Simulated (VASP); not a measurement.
# SrO: relaxation of cell and atoms with PBEsol

The system is SrO.

```xyz
2
Lattice="0.0000 2.5663 2.5663 2.5663 0.0000 2.5663 2.5663 2.5663 0.0000" Properties=species:S:1:pos:R:3 pbc="T T T"
Sr    2.5663    2.5663    2.5663
O     0.0000    0.0000    0.0000
```

```
Program                : VASP 6.6.1
Task                   : relaxation of cell and atoms
Functional             : PBEsol
Potentials or basis    : VASP PAW PBE potentials, release 64 (Sr_sv, O)
Cutoff                 : 600 eV
k mesh                 : 8 × 8 × 8
Occupations            : gaussian, width 0.01 eV
Spin                   : no spin polarisation
Dipole correction      : no
Further INCAR settings : ALGO = Normal; EDIFF = 1e-07; IBRION = 2; EDIFFG = -0.03; NSW = 60; ISIF = 3
```

```json
{
  "Pressure after relaxing": "0.0 GPa",
  "Band gap on the k mesh": "3.15 eV (least direct gap 3.24 eV)"
}
```

Final structure:
```
Sr O
1.0
     0.00000    2.56630    2.56630
     2.56630    0.00000    2.56630
     2.56630    2.56630    0.00000
Sr O
1 1
Cartesian
  2.5663 2.5663 2.5663
  0.0000 0.0000 0.0000
```

Levels at points of the mesh, in eV from the valence-band top:
| k point | band 5 | band 6 | band 7 | band 8 | band 9 | band 10 | band 11 | band 12 |
| --- | --- | --- | --- | --- | --- | --- | --- | --- |
| (0.00, 0.00, 0.00) | -13.86 | 0.00 | 0.00 | 0.00 | 3.86 | 6.17 | 6.17 | 6.17 |
| (0.50, 0.00, 0.00) | -12.67 | -2.24 | -1.16 | -1.16 | 6.51 | 8.33 | 8.88 | 8.88 |
| (0.50, 0.50, 0.00) | -14.25 | -0.43 | -0.08 | -0.08 | 3.15 | 7.80 | 10.23 | 10.27 |

Wall time 36 s on 1 thread of AMD EPYC 7R13 (shared host), peak memory 0.15 GiB.

Caveat: the relaxation stopped at its first step, so nothing moved; the PAW data sets were made with another functional, which shifts forces and pressure a little. A k mesh can miss the band edges.
